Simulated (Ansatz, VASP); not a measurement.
**Two plane-wave programs on F**

File INCAR:

```
  ALGO = Normal
  EDIFF = 1E-6
  ENCUT = 520
  GGA = PS
  ISIF = 2
  ISMEAR = 0
  LASPH = True
  LCHARG = False
  LREAL = False
  LWAVE = False
  NBANDS = 22
  NELM = 60
  PREC = Accurate
  SIGMA = 0.05
```

File KPOINTS:

```
k-points
0
Gamma
  4 4 2
```

File POSCAR:

```
F
1.0
    3.0414923524     -1.7480498951     -0.2345861287
    3.0414923524      1.7480498951     -0.2345861287
   -2.2869699080      0.0000000000      7.0004610119
F
4
Direct
    0.0848459664      0.0848459664      0.0780195948
    0.9151540336      0.9151540336      0.9219804052
    0.5015719855      0.5015719855      0.5937195244
    0.4984280145      0.4984280145      0.4062804756
```

Input for Ansatz:

```yaml
crystal:
  lattice:
    - [3.0414923524, -1.7480498951, -0.2345861287]
    - [3.0414923524, 1.7480498951, -0.2345861287]
    - [-2.286969908, 0.0, 7.0004610119]
  atoms:
    - { symbol: F, position: [0.0848459664, 0.0848459664, 0.0780195948] }
    - { symbol: F, position: [0.9151540336, 0.9151540336, 0.9219804052] }
    - { symbol: F, position: [0.5015719855, 0.5015719855, 0.5937195244] }
    - { symbol: F, position: [0.4984280145, 0.4984280145, 0.4062804756] }
basis:
  ecutwfc: 520.0
kpoints:
  mp_grid: { grid: [4, 4, 2] }
hamiltonian:
  xc: pbesol
scf:
  occupations: { method: gaussian, width: 0.05 }
output:
  forces: true
  stress: true
  eigenvalues: true
```

Alike in both runs: task single point; functional PBEsol; k mesh 4 × 4 × 2; occupations gaussian, width 0.05 eV; no spin polarisation.

|  | VASP | Ansatz |
| --- | --- | --- |
| version | VASP 6.6.1 | Ansatz 0.2.0 |
| potentials or method | VASP PAW PBE potentials, release 64 (F), cutoff 520 eV | scalar-relativistic, plane waves, PAW |
| valence electrons in the cell | 28 | 28 |

```csv
,VASP,Ansatz,Ansatz less VASP
gap on the k mesh at the Fermi level (eV),3.01,3.08,+0.071
least direct gap on the mesh (eV),3.07,3.14,+0.071
pressure (GPa),13.5,12.0,-1.48
"traceless stress, the component that is largest in VASP (GPa)",16.11,13.53,-2.573
rms of the force components (eV/Å),5.622,4.894,-0.7274
```

VASP's potentials were made for PBE, not for PBEsol. Atom by atom the forces differ by 0.739 eV/Å (rms over components). With one functional, cell and mesh, what is left measures potentials, basis and numerics.

The k mesh is coarse, so the values compare programs but aren't converged. Noted on VASP's run: the standard files for N, O and F lose accuracy on very short bonds.
